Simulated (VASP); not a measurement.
A run of VASP 6.6.1 is set up as follows.

Contents of INCAR:

```
SYSTEM = W
PREC = Accurate ; ENCUT = 520
EDIFF = 1E-6 ; ISMEAR = -1
SIGMA = 0.1 ; LREAL = .False.
LASPH = .True. ; NELM = 100
ALGO = Normal ; ISIF = 2
LWAVE = .False. ; LCHARG = .False.
GGA = CA ; NBANDS = 13
```

KPOINTS

```
Automatic mesh
0
Gamma
  15 15 15
  0 0 0
```

POSCAR

```
W
1.0
    0.0000000000      1.9602495835      1.9602495835
    1.9602495835      0.0000000000      1.9602495835
    1.9602495835      1.9602495835      0.0000000000
W
1
Direct
    0.0000000000      0.0000000000      0.0000000000
```

Potentials or basis: VASP PAW LDA potentials, release 64 (W_sv).

Command:

```sh
$ cat potpaw_LDA.64/W_sv/POTCAR > POTCAR
$ mpirun -np 1 vasp_std > vasp.out
```

Question: What does it give for the band gap on the k mesh?

Answer: Zero (band 7 reaches 15.08 eV, above the bottom of band 8 at 10.88 eV).

Question: What does it give for the pressure?

Answer: 15.5 GPa.

Caveat: spin-orbit coupling is left out, which moves the levels of the heavy elements.
